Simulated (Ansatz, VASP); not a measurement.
## BeS4: VASP beside Ansatz

```xyz
5
Lattice="3.9155 -5.2454 0.0000 3.9155 5.2454 0.0000 0.0000 0.0000 3.4033" Properties=species:S:1:pos:R:3 pbc="T T T"
Be    0.0000    0.0000    0.0000
S     6.6964    0.0000    1.7016
S     1.1345    0.0000    1.7016
S     3.9155   -0.9662    0.0000
S     3.9155    0.9662    0.0000
```

Change from the starting cell: species swapped into the OsCl4 type (Cmmm, No. 65).

Alike in both runs: functional PBE; k mesh 6 × 6 × 12; occupations gaussian, width 0.1 eV; no spin polarisation.

Ansatz relaxed the structure, and its values are those at the end. VASP's run is a single point on that final structure, the one shown.

```csv
,VASP,Ansatz
version,VASP 6.6.1,Ansatz 0.2.0
potentials or method,"VASP PAW PBE potentials, release 64 (Be, S), cutoff 520 eV","scalar-relativistic, plane waves, PAW"
valence electrons in the cell,26,26
```

Ansatz gave:

| Item | Value |
| --- | --- |
| gap on the k mesh at the Fermi level (eV) | none |
| pressure (GPa) | 0.0 |
| rms of the force components (eV/Å) | 0.001 |

Question: What did VASP give for the same quantities?

Answer: gap on the k mesh at the Fermi level (eV): none; pressure (GPa): -0.3; rms of the force components (eV/Å): 0.083.

A gap of «none» marks a metal or a gap that the smearing closes. With one functional, cell and mesh, what is left measures potentials, basis and numerics.
